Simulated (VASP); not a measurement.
A run of VASP 6.6.1 is set up as follows.

Contents of INCAR:

```
ALGO = Normal
EDIFF = 1E-6
ENCUT = 520
GGA = PS
ISIF = 2
ISMEAR = 0
LASPH = T
LCHARG = F
LREAL = F
LWAVE = F
NBANDS = 8
NELM = 100
PREC = Accurate
SIGMA = 0.15
```

KPOINTS

```
k-points
0
Gamma
  16 16 16
```

POSCAR

```
Sb
1.0
    3.1916000000      0.0000000000      0.0000000000
    0.0000000000      3.1600000000      0.0000000000
    0.0000000000      0.0000000000      3.1600000000
Sb
1
Direct
    0.0000000000      0.0000000000      0.0000000000
```

Potentials or basis: VASP PAW PBE potentials, release 64 (Sb).

Launch:

```sh
$ cat potpaw_PBE.64/Sb/POTCAR > POTCAR
$ mpirun -np 1 vasp_std > vasp.out
```

(1) Estimate the pressure.

Results:

(1) -5.2 GPa.

Caveat: the cell differs from its parent crystal (strain +0.0100 x Voigt [1, 0, 0, 0, 0, 0]); the PAW data sets were made with another functional, which shifts forces and pressure a little.
